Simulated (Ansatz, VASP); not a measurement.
**B5P in VASP and in Ansatz**

File INCAR:

```
PREC = Accurate
ENCUT = 500
EDIFF = 1E-7
ISMEAR = 0
SIGMA = 0.2
LREAL = F
LASPH = T
NELM = 120
ALGO = Normal
ISIF = 3
LWAVE = F
LCHARG = F
GGA = PE
IBRION = 2
NSW = 36
EDIFFG = -0.08
GGA_COMPAT = F
NELMIN = 4
```

KPOINTS

```
Automatic mesh
0
Gamma
  4 4 4
```

Contents of POSCAR:

```
B5P
1.0
    0.0000000000      3.2027053900      3.2027053900
    3.2027053900      0.0000000000      3.2027053900
    3.2027053900      3.2027053900      0.0000000000
B P
5 1
Direct
    0.2500000000      0.2500000000      0.2500000000
    0.1250000000      0.6250000000      0.6250000000
    0.6250000000      0.6250000000      0.6250000000
    0.6250000000      0.1250000000      0.6250000000
    0.6250000000      0.6250000000      0.1250000000
    0.0000000000      0.0000000000      0.0000000000
```

Input for Ansatz:

```yaml
crystal:
  lattice:
    - [0.0, 3.20270539, 3.20270539]
    - [3.20270539, 0.0, 3.20270539]
    - [3.20270539, 3.20270539, 0.0]
  atoms:
    - { symbol: B, position: [0.25, 0.25, 0.25] }
    - { symbol: B, position: [0.125, 0.625, 0.625] }
    - { symbol: B, position: [0.625, 0.625, 0.625] }
    - { symbol: B, position: [0.625, 0.125, 0.625] }
    - { symbol: B, position: [0.625, 0.625, 0.125] }
    - { symbol: P, position: [0.0, 0.0, 0.0] }
basis:
  ecutwfc: 420
kpoints:
  mp_grid: { grid: [4, 4, 4] }
hamiltonian:
  xc: pbe
scf:
  occupations: { method: gaussian, width: 0.2 }
  lower_state_search: "off"
output:
  forces: true
  stress: true
  eigenvalues: true
relax:
  adjacent_minimum: "off"
  f_tol: 0.08
  max_steps: 16
  cell: { stress_tol: 0.8 }
```

Change from the starting cell: species swapped into the ZrNi5 type (F-43m, No. 216).

Alike in both runs: task relaxation of cell and atoms; functional PBE; k mesh 4 × 4 × 4; occupations gaussian, width 0.2 eV; no spin polarisation.

```csv
,VASP,Ansatz
version,VASP 6.6.1,Ansatz 0.2.0
potentials or method,"VASP PAW PBE potentials, release 64 (B, P), cutoff 500 eV","scalar-relativistic, plane waves, PAW"
valence electrons in the cell,20,20
```

Ansatz gave:

- gap on the k mesh at the Fermi level, each at its own relaxed structure (eV): none
- relaxed volume (Å³/atom): 7.33
- relaxed cell length with the largest relative difference (Å): 3.961

What did VASP give for the same quantities?

gap on the k mesh at the Fermi level, each at its own relaxed structure (eV): none; relaxed volume (Å³/atom): 7.35; relaxed cell length with the largest relative difference (Å): 3.966.

A gap of «none» marks a metal or a gap that the smearing closes.

The k mesh is coarse, so the values compare programs but aren't converged. Noted on VASP's run: the volume moved by over 15 % at a fixed basis, so the end points are rough; too few bands were computed for a metal, which touches its energy and stress.
